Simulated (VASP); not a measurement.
# SiC in VASP: a series of runs

Runs on SiC. Level: LDA. Tasks: single point, relaxation of the atoms.

Everything below comes from runs of VASP 6.6.1. Logs are shortened: lines on timing, memory, paths and dates and some standing lists are left out, and cuts for length are marked.

## (1) The cell of the first run

The cell holds a slab with vacuum, 8 atoms: a = 3.056 Å, b = 3.056 Å, c = 22.148 Å, α = 90.00°, β = 90.00°, γ = 120.00°.

## (2) Single point, LDA

Input file INCAR:

```
SYSTEM = SiC
ALGO = Normal
DIPOL = 0.5 0.5 0.500
EDIFF = 1E-6
ENCUT = 520
GGA = CA
IDIPOL = 3
ISIF = 2
ISMEAR = 0
LASPH = .True.
LCHARG = .False.
LDIPOL = .True.
LREAL = .False.
LWAVE = .False.
NBANDS = 26
NELM = 60
PREC = Accurate
SIGMA = 0.05
```

Input file KPOINTS:

```
k-points
0
Gamma
  9 9 1
  0 0 0
```

Input file POSCAR:

```
SiC
1.0
    3.0563072983      0.0000000000      0.0000000000
   -1.5281536492      2.6468397621      0.0000000000
    0.0000000000      0.0000000000     22.1475510109
C Si
4 4
Direct
    0.3333333333      0.6666666667      0.3160620331
    0.6666666667      0.3333333333      0.4293099759
    0.3333333333      0.6666666667      0.5438393525
    0.6666666667      0.3333333333      0.6582328783
    0.6666666667      0.3333333333      0.3441941386
    0.3333333333      0.6666666667      0.4574420814
    0.6666666667      0.3333333333      0.5703440384
    0.3333333333      0.6666666667      0.6834993836
```

Potentials or basis: VASP PAW LDA potentials, release 64 (C, Si).

Run with:

```console
$ cat potpaw_LDA.64/C/POTCAR potpaw_LDA.64/Si/POTCAR > POTCAR
$ mpirun -np 1 vasp_std > vasp.out
```

OUTCAR:

```text
SYSTEM = SiC
   EDIFF = 1E-6
   ENCUT = 520
   GGA = CA
   ISIF = 2
   ISMEAR = 0
   LASPH = .True.
   LREAL = .False.
   NELM = 60
   PREC = Accurate

 ion  position               nearest neighbor table
   1  0.333  0.667  0.316-   5 1.87   5 1.87   5 1.87
   2  0.667  0.333  0.429-   6 1.87   6 1.87   6 1.87   5 1.89
   3  0.333  0.667  0.544-   7 1.86   7 1.86   7 1.86   6 1.91
   4  0.667  0.333  0.658-   8 1.85   8 1.85   8 1.85   7 1.95
   5  0.667  0.333  0.344-   1 1.87   1 1.87   1 1.87   2 1.89   6 3.07   6 3.07   6 3.07
   6  0.333  0.667  0.457-   2 1.87   2 1.87   2 1.87   3 1.91   7 3.06   7 3.06   7 3.06   5 3.07
                             5 3.07   5 3.07
   7  0.667  0.333  0.570-   3 1.86   3 1.86   3 1.86   4 1.95   6 3.06   6 3.06   6 3.06   8 3.07
                             8 3.07   8 3.07
   8  0.333  0.667  0.683-   4 1.85   4 1.85   4 1.85   7 3.07   7 3.07   7 3.07

  LATTYP: Found a hexagonal cell.
 ALAT       =     3.0563072983
 C/A-ratio  =     7.2465066007

  Lattice vectors:

 A1 = (   3.0563072983,   0.0000000000,   0.0000000000)
 A2 = (  -1.5281536492,   2.6468397621,   0.0000000000)
 A3 = (   0.0000000000,   0.0000000000,  22.1475510109)

Analysis of symmetry for initial positions (statically):
=====================================================================
 Subroutine PRICEL returns:
 Original cell was already a primitive cell.

 Routine SETGRP: Setting up the symmetry group for a
 hexagonal supercell.

 Subroutine GETGRP returns: Found  6 space group operations
 (whereof  6 operations were pure point group operations)
 out of a pool of 24 trial point group operations.

The static configuration has the point symmetry C_3v.

Analysis of symmetry for dynamics (positions and initial velocities):
=====================================================================
 Subroutine PRICEL returns:
 Original cell was already a primitive cell.

 Routine SETGRP: Setting up the symmetry group for a
 hexagonal supercell.

 Subroutine GETGRP returns: Found  6 space group operations
 (whereof  6 operations were pure point group operations)
 out of a pool of 24 trial point group operations.

The dynamic configuration has the point symmetry C_3v.

 Subroutine INISYM returns: Found  6 space group operations
 (whereof  6 operations are pure point group operations),
 and found     1 'primitive' translations

----------------------------------------------------------------------------------------

                                     Primitive cell

  volume of cell :     179.1638

  direct lattice vectors                    reciprocal lattice vectors
     3.056307298  0.000000000  0.000000000     0.327192230  0.188904522  0.000000000
    -1.528153649  2.646839762  0.000000000     0.000000000  0.377809044  0.000000000
     0.000000000  0.000000000 22.147551011     0.000000000  0.000000000  0.045151719

  length of vectors
     3.056307298  3.056307298 22.147551011     0.377809044  0.377809044  0.045151719

  position of ions in fractional coordinates (direct lattice)
     0.333333333  0.666666667  0.316062033
     0.666666667  0.333333333  0.429309976
     0.333333333  0.666666667  0.543839353
     0.666666667  0.333333333  0.658232878
     0.666666667  0.333333333  0.344194139
     0.333333333  0.666666667  0.457442081
     0.666666667  0.333333333  0.570344038
     0.333333333  0.666666667  0.683499384

  ion indices of the primitive-cell ions
   primitive index   ion index
                 1           1
                 2           2
                 3           3
                 4           4
                 5           5
                 6           6
                 7           7
                 8           8

----------------------------------------------------------------------------------------

 KPOINTS: k-points

Automatic generation of k-mesh.
 Grid dimensions read from file:
 generate k-points for:    9    9    1

 Generating k-lattice:

  Cartesian coordinates                     Fractional coordinates (reciprocal lattice)
     0.036354692  0.020989391  0.000000000     0.111111111 -0.000000000  0.000000000
     0.000000000  0.041978783  0.000000000     0.000000000  0.111111111  0.000000000
     0.000000000  0.000000000  0.045151719     0.000000000  0.000000000  1.000000000

  Length of vectors
     0.041978783  0.041978783  0.045151719

  Shift w.r.t. Gamma in fractional coordinates (k-lattice)
     0.000000000  0.000000000  0.000000000

 Subroutine IBZKPT returns following result:
 ===========================================

 Found     12 irreducible k-points:

 Following reciprocal coordinates:
            Coordinates               Weight
  0.000000  0.000000  0.000000      1.000000
  0.111111  0.000000  0.000000      6.000000
  0.222222 -0.000000  0.000000      6.000000
  0.333333  0.000000  0.000000      6.000000
  0.444444 -0.000000  0.000000      6.000000
  0.111111  0.111111  0.000000      6.000000
  0.222222  0.111111  0.000000     12.000000
  0.333333  0.111111  0.000000     12.000000
  0.444444  0.111111  0.000000      6.000000
  0.222222  0.222222  0.000000      6.000000
  0.333333  0.222222  0.000000     12.000000
  0.333333  0.333333  0.000000      2.000000
   k-points           NKPTS =     12   k-points in BZ     NKDIM =     12   number of bands    NBANDS=     26
   number of dos      NEDOS =    301   number of ions     NIONS =      8
   total plane-waves  NPLWV =  96768
   dimension x,y,z NGX =    24 NGY =   24 NGZ =  168
   dimension x,y,z NGXF=    48 NGYF=   48 NGZF=  336
   ions per type =               4   4
   NGX,Y,Z   is equivalent  to a cutoff of  13.05, 13.05, 12.61 a.u.
   NGXF,Y,Z  is equivalent  to a cutoff of  26.11, 26.11, 25.22 a.u.
 SYSTEM =  SiC
   PREC   = accura    normal or accurate (medium, high low for compatibility)
   ISTART =      0    job   : 0-new  1-cont  2-samecut
   ICHARG =      2    charge: 1-file 2-atom 10-const
   ISPIN  =      1    spin polarized calculation?
   LNONCOLLINEAR =      F non collinear calculations
   LSORBIT =      F    spin-orbit coupling
   LASPH  =      T    aspherical Exc in radial PAW
   ENCUT  =  520.0 eV  38.22 Ry    6.18 a.u.   5.68  5.68 41.18*2*pi/ulx,y,z
   NELM   =     60;   NELMIN=  2; NELMDL= -5     # of ELM steps
   EDIFF  = 0.1E-05   stopping-criterion for ELM
   LREAL  =      F    real-space projection
   EDIFFG = 0.1E-04   stopping-criterion for IOM
   NSW    =      0    number of steps for IOM
   IBRION =     -1    ionic relax: 0-MD 1-quasi-New 2-CG
   NFREE  =      0    steps in history (QN), initial steepest desc. (CG)
   ISIF   =      2    stress and relaxation
   ISYM   =      2    0-nonsym 1-usesym 2-fastsym
   POTIM  = 0.5000    time-step for ionic-motion
   TEBEG  =    0.0;   TEEND  =   0.0 temperature during run
   PSTRESS=    0.0 pullay stress
   NELECT =      32.0000    total number of electrons
   NUPDOWN=      -1.0000    fix difference up-down
   EMIN   =  10.00;   EMAX   =-10.00  energy-range for DOS
   EFERMI =   0.00;   METHOD = LEGACY
   ISMEAR =     0;   SIGMA  =   0.05  broadening in eV -4-tet -1-fermi 0-gaus
   EFERMI_NEDOS =   21; number of points for ismear=-14 and -15
   IALGO  =     38    algorithm
   IMIX   =      4    mixing-type and parameters
     AMIX     =   0.40;   BMIX     =  1.00
     AMIX_MAG =   1.60;   BMIX_MAG =  1.00
  volume/ion in A,a.u.               =      22.40       151.13
  Fermi-wavevector in a.u.,A,eV,Ry     =   0.921951  1.742236 11.564876  0.849994
  Thomas-Fermi vector in A             =   2.047425
   LORBIT       =      0    0 simple, 1 ext, 2 COOP (PROOUT), +10 PAW based schemes
   GGA     = CA    functional components
   LHFCALC =     F    Hartree Fock is set to
   AEXX    =    0.0000 exact exchange contribution
   IVDW    =     0    specifies the selected vdW correction
   LEPSILON=     F    determine dielectric tensor
   LRPA    =     F    only Hartree local field effects (RPA)
 non-spin polarized calculation
 Gauss-broadening in eV      SIGMA  =   0.05
  energy-cutoff  :      520.00
  volume of cell :      179.16
 maximum number of plane-waves:      4859
 NGX is ok and might be reduce to    24
   NGX = 11   NGY = 11   NGZ = 83

 dipolmoment           0.000000      0.000000      0.115207 electrons x Angstroem

 number of electron      31.9999998 magnetization

 dipolmoment           0.000000      0.000000     -0.110483 electrons x Angstroem

 Free energy of the ion-electron system (eV)
  ---------------------------------------------------
  ext. energy  EPLUGINS =         0.00000000
  ---------------------------------------------------
  free energy    TOTEN  =       -61.96569177 eV

  energy without entropy =      -61.95688930  energy(sigma->0) =      -61.96129054

 E-fermi :   1.1171     XC(G=0):  -6.1491

 val. band max:        1.0793111354   @ k =   0.1111   0.0000   0.0000
 cond. band min:       1.1322795517   @ k =   0.3333   0.2222   0.0000
 fundamental gap:      0.0529684163
 Fermi energy:         1.1171203089

 k-point     1 :       0.0000    0.0000    0.0000
  band No.  band energies     occupation
      1     -15.4829      2.00000
      2     -14.4346      2.00000
      3     -13.2796      2.00000
      4     -11.4925      2.00000
      5      -7.7886      2.00000
      6      -5.3693      2.00000
[... 18 lines left out ...]
     25       7.3612      0.00000
     26       7.3612      0.00000

 k-point     2 :       0.1111    0.0000    0.0000
  band No.  band energies     occupation
      1     -15.2672      2.00000
      2     -14.2231      2.00000
      3     -13.0755      2.00000
      4     -11.2868      2.00000
      5      -7.6047      2.00000
      6      -5.2304      2.00000
[... 18 lines left out ...]
     25       7.2864      0.00000
[... 260 lines left out ...]
     25       8.4130      0.00000
     26       9.3325      0.00000

 k-point    12 :       0.3333    0.3333    0.0000
  band No.  band energies     occupation
      1     -11.2217      2.00000
      2     -11.0382      2.00000
      3     -10.3821      2.00000
      4      -8.5586      2.00000
      5      -7.7171      2.00000
      6      -7.4475      2.00000
[... 18 lines left out ...]
     25       9.0099      0.00000
     26       9.5109      0.00000

------------------------ aborting loop because EDIFF is reached ----------------------------------------

 vacuum level on the upper side and lower side of the slab       (xc-potential included)        -1.529         0.879

  FORCE on cell =-STRESS in cart. coord.  units (eV):
  Direction    XX          YY          ZZ          XY          YZ          ZX
  --------------------------------------------------------------------------------------
  -------------------------------------------------------------------------------------
  Total        0.2924754      0.2924754     -0.7648399     -0.0000000      0.0000000      0.0000000
  in kB        2.6154691      2.6154691     -6.8396004     -0.0000000      0.0000000      0.0000000
  external PRESSURE =      -0.5362207 kB  Pullay stress =       0.0000000 kB

 VOLUME and BASIS-vectors are now :
 -----------------------------------------------------------------------------
  energy-cutoff  :      520.00
  volume of cell :      179.16
      direct lattice vectors                 reciprocal lattice vectors
     3.056307298  0.000000000  0.000000000     0.327192230  0.188904522  0.000000000
    -1.528153649  2.646839762  0.000000000     0.000000000  0.377809044  0.000000000
     0.000000000  0.000000000 22.147551011     0.000000000  0.000000000  0.045151719

 POSITION                                       TOTAL-FORCE (eV/Angst)
 -----------------------------------------------------------------------------------
     -0.00000      1.76456      7.00000        -0.000000      0.000000      2.440107
      1.52815      0.88228      9.50816        -0.000000      0.000000      1.308783
     -0.00000      1.76456     12.04471         0.000000     -0.000000      0.008065
      1.52815      0.88228     14.57825         0.000000     -0.000000      0.000313
      1.52815      0.88228      7.62306        -0.000000     -0.000000     -3.055409
     -0.00000      1.76456     10.13122         0.000000      0.000000     -0.710447
      1.52815      0.88228     12.63172         0.000000      0.000000      0.005692
     -0.00000      1.76456     15.13784         0.000000     -0.000000      0.002895
 -----------------------------------------------------------------------------------
    total drift:                                0.000000      0.000000     -0.001981

  FREE ENERGIE OF THE ION-ELECTRON SYSTEM (eV)
  ---------------------------------------------------
  free  energy   TOTEN  =       -61.9656917654 eV

  energy  without entropy=      -61.9568893049  energy(sigma->0) =      -61.96129054

 vacuum level on the upper side and lower side of the slab         5.283         7.745
```

Run time: 2 min. Hardware: 1 thread of AMD EPYC 9R45 (Zen 5), shared host; peak memory 0.22 GiB.

Results:

* Free energy: -61.9657 eV
* Largest force: 3.055 eV/Å
* Band gap on the k mesh: zero (bands 16 and 17 overlap by 0.36 eV)

Forces in eV/Å, atoms in the order of the input:
```
C    0.000  0.000  2.440
C    0.000  0.000  1.309
C    0.000  0.000  0.008
C    0.000  0.000  0.000
Si   0.000  0.000 -3.055
Si   0.000  0.000 -0.710
Si   0.000  0.000  0.006
Si   0.000  0.000  0.003
```

## (3) Relaxation of the atoms, LDA

Input file INCAR:

```
SYSTEM = SiC
  PREC = Accurate
  ENCUT = 520
  EDIFF = 1E-7
  ISMEAR = 0
  SIGMA = 0.05
  LREAL = .False.
  LASPH = .True.
  NELM = 60
  ALGO = Normal
  ISIF = 2
  LWAVE = .False.
  LCHARG = .False.
  LDIPOL = .True.
  IDIPOL = 3
  DIPOL = 0.5 0.5 0.500
  IBRION = 2
  NSW = 70
  EDIFFG = -0.03
```

Input file KPOINTS:

```
Automatic mesh
0
Gamma
  9 9 1
  0 0 0
```

Input file POSCAR:

```
SiC
1.0
    3.0563072983      0.0000000000      0.0000000000
   -1.5281536492      2.6468397621      0.0000000000
    0.0000000000      0.0000000000     22.1475510109
C Si
4 4
Selective dynamics
Direct
    0.3333333333      0.6666666667      0.3160620331  F F F
    0.6666666667      0.3333333333      0.4293099759  F F F
    0.3333333333      0.6666666667      0.5425579186  T T T
    0.6666666667      0.3333333333      0.6558058614  T T T
    0.6666666667      0.3333333333      0.3441941386  F F F
    0.3333333333      0.6666666667      0.4574420814  F F F
    0.6666666667      0.3333333333      0.5706900241  T T T
    0.3333333333      0.6666666667      0.6839379669  T T T
```

Potentials or basis: VASP PAW LDA potentials, release 64 (C, Si).

Run with:

```console
$ cat potpaw_LDA.64/C/POTCAR potpaw_LDA.64/Si/POTCAR > POTCAR
$ mpirun -np 1 vasp_std > vasp.out
```

It took 4.8 min on 1 thread of AMD EPYC 9R45 (Zen 5), shared host; peak memory 0.22 GiB.

Results (log left out):

| Quantity | Value |
| --- | --- |
| Free energy | -61.9657 eV |
| Energy gained by relaxing | 4.0 meV/atom |
| Ionic steps | 10 |
| Band gap on the k mesh | zero (bands 16 and 17 overlap by 0.36 eV) |

Step by step:
| step | energy change (eV) | largest force on free atoms (eV/Å) | pressure (GPa) |
| --- | --- | --- | --- |
| 1 | 0.0000 | 0.8137 | -0.12 |
| 2 | -0.0253 | 0.4994 | 0.03 |
| 3 | -0.0279 | 0.2235 | -0.02 |
| 4 | -0.0308 | 0.0901 | 0.05 |
| 5 | -0.0309 | 0.1112 | 0.06 |
| 6 | -0.0313 | 0.0393 | 0.06 |
| 7 | -0.0314 | 0.0459 | 0.06 |
| 8 | -0.0315 | 0.0357 | 0.04 |
| 9 | -0.0317 | 0.0414 | -0.03 |
| 10 | -0.0319 | 0.0178 | -0.04 |

Final structure:
```yaml
crystal:
  lattice:
    - [3.05631, 0.00000, 0.00000]
    - [-1.52815, 2.64684, 0.00000]
    - [0.00000, 0.00000, 22.14755]
  atoms:
    - { symbol: C, position: [0.33333, 0.66667, 0.31606] }
    - { symbol: C, position: [0.66667, 0.33333, 0.42931] }
    - { symbol: C, position: [0.33333, 0.66667, 0.54382] }
    - { symbol: C, position: [0.66667, 0.33333, 0.65811] }
    - { symbol: Si, position: [0.66667, 0.33333, 0.34419] }
    - { symbol: Si, position: [0.33333, 0.66667, 0.45744] }
    - { symbol: Si, position: [0.66667, 0.33333, 0.57032] }
    - { symbol: Si, position: [0.33333, 0.66667, 0.68344] }
```

Levels at points of the mesh, in eV from the Fermi level:
```tsv
k point	band 13	band 14	band 15	band 16	band 17	band 18	band 19	band 20
(0.00, 0.00, 0.00)	-1.36	-0.70	0.14	0.19	0.19	3.92	4.23	4.89
```
